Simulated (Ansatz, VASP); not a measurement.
One calculation of C, two programs

The input INCAR:

```
ALGO     = Normal         # electronic algorithm
EDIFF    = 1E-6           # SCF threshold, eV
ENCUT    = 520            # plane-wave cutoff, eV
GGA      = PE             # functional
ISIF     = 2              # what is computed and relaxed
ISMEAR   = 0              # smearing method
LASPH    = T              # aspherical terms in the spheres
LCHARG   = T              # write CHGCAR
LELF     = T              # ELF
LREAL    = F              # projectors in reciprocal space
LVHAR    = T            
LWAVE    = F              # write WAVECAR
NBANDS   = 11             # bands
NELM     = 80             # most SCF steps
PREC     = Accurate       # precision mode
SIGMA    = 0.05           # smearing width, eV
```

KPOINTS

```
k-points
0
Gamma
  12 12 12
```

The input POSCAR:

```
C
1.0
    0.0000000000      1.7566490000      1.7298980000
    1.7566490000      0.0000000000      1.7298980000
    1.7566490000      1.7566490000      0.0000000000
C
2
Direct
    0.5000000000      0.5000000000      0.5000000000
    0.7500000000      0.7500000000      0.7500000000
```

Input for Ansatz:

```yaml
crystal:
  lattice:
    - [0.0, 1.756649, 1.729898]
    - [1.756649, 0.0, 1.729898]
    - [1.756649, 1.756649, 0.0]
  atoms:
    - { symbol: C, position: [0.5, 0.5, 0.5] }
    - { symbol: C, position: [0.75, 0.75, 0.75] }
basis:
  ecutwfc: 420
kpoints:
  mp_grid: { grid: [12, 12, 12] }
hamiltonian:
  xc: pbe
scf:
  occupations: { method: gaussian, width: 0.05 }
output:
  forces: true
  stress: true
  eigenvalues: true
```

Change from the starting cell: strain -0.015 along x and y, -0.030 along z, atoms carried along.

Alike in both runs: task single point; functional PBE; k mesh 12 × 12 × 12; occupations gaussian, width 0.05 eV; no spin polarisation.

|  | VASP | Ansatz |
| --- | --- | --- |
| version | VASP 6.6.1 | Ansatz 0.2.0 |
| potentials or method | VASP PAW PBE potentials, release 64 (C), cutoff 520 eV | scalar-relativistic, plane waves, PAW |
| valence electrons in the cell | 8 | 8 |

```tsv
	VASP	Ansatz	Ansatz less VASP
gap on the k mesh at the Fermi level (eV)	3.89	3.90	+0.008
least direct gap on the mesh (eV)	5.47	5.48	+0.006
pressure (GPa)	32.5	31.6	-0.94
traceless stress, the component that is largest in VASP (GPa)	9.98	9.99	+0.010
```

Both programs put the cell under a high pressure, so it lies far from rest at this level.
